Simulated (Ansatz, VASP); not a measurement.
# CsSi3: VASP beside Ansatz

```xyz
4
Lattice="4.3444 0.0000 0.0000 -2.1722 3.7623 0.0000 0.0000 0.0000 11.1678" Properties=species:S:1:pos:R:3 pbc="T T T"
Cs    0.0000    0.0000    5.5839
Si    0.0000    0.0000    0.0000
Si    0.0000    2.5082    2.3894
Si    2.1722    1.2541    8.7784
```

Alike in both runs: task relaxation of cell and atoms; functional PBE; k mesh 6 × 6 × 2; occupations gaussian, width 0.1 eV; no spin polarisation.

```csv
,VASP,Ansatz
version,VASP 6.6.1,Ansatz 0.2.0
potentials or method,"VASP PAW PBE potentials, release 64 (Cs_sv, Si), cutoff 600 eV","scalar-relativistic, plane waves, PAW"
valence electrons in the cell,21,21
```

```csv
,VASP,Ansatz,Ansatz less VASP
"gap on the k mesh at the Fermi level, each at its own relaxed structure (eV)",none,none,-
relaxed volume (Å³/atom),27.80,26.93,-0.871
relaxed length of the cell vector where the two differ most in proportion (Å),7.392,7.731,+0.3384
```

A gap of «none» marks a metal or a gap that the smearing closes.

Spin-orbit coupling is off throughout. Noted on VASP's run: the volume moved by over 15 % at a fixed basis, so the end points are rough.
